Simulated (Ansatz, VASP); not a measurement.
## Si2W in VASP and in Ansatz

```
Si W
1.0
     3.22900    0.00000    0.00000
     0.00000    3.22900    0.00000
     0.00000    0.00000   25.46958
Si W
6 3
Direct
  0.00000 0.00000 0.29447
  0.00000 0.00000 0.39666
  0.50000 0.50000 0.44890
  0.50000 0.50000 0.55110
  0.00000 0.00000 0.60334
  0.00000 0.00000 0.70553
  0.50000 0.50000 0.34556
  0.00000 0.00000 0.50000
  0.50000 0.50000 0.65444
```

Alike in both runs: task single point; functional PBE; k mesh 11 × 11 × 1; occupations gaussian, width 0.1 eV; no spin polarisation.

```csv
,VASP,Ansatz
version,VASP 6.6.1,Ansatz 0.2.0
potentials or method,"VASP PAW PBE potentials, release 64 (Si, W_sv), cutoff 520 eV","scalar-relativistic, plane waves, PAW"
valence electrons in the cell,66,66
```

|  | VASP | Ansatz | Ansatz less VASP |
| --- | --- | --- | --- |
| gap on the k mesh at the Fermi level (eV) | none | none | - |
| rms of the force components (eV/Å) | 0.172 | 0.171 | -0.0007 |

A gap of «none» marks a metal or a gap that the smearing closes. With one functional, cell and mesh, what is left measures potentials, basis and numerics. Ansatz's warnings: xc potential rough in thin density.

Neither program's run includes spin-orbit coupling.
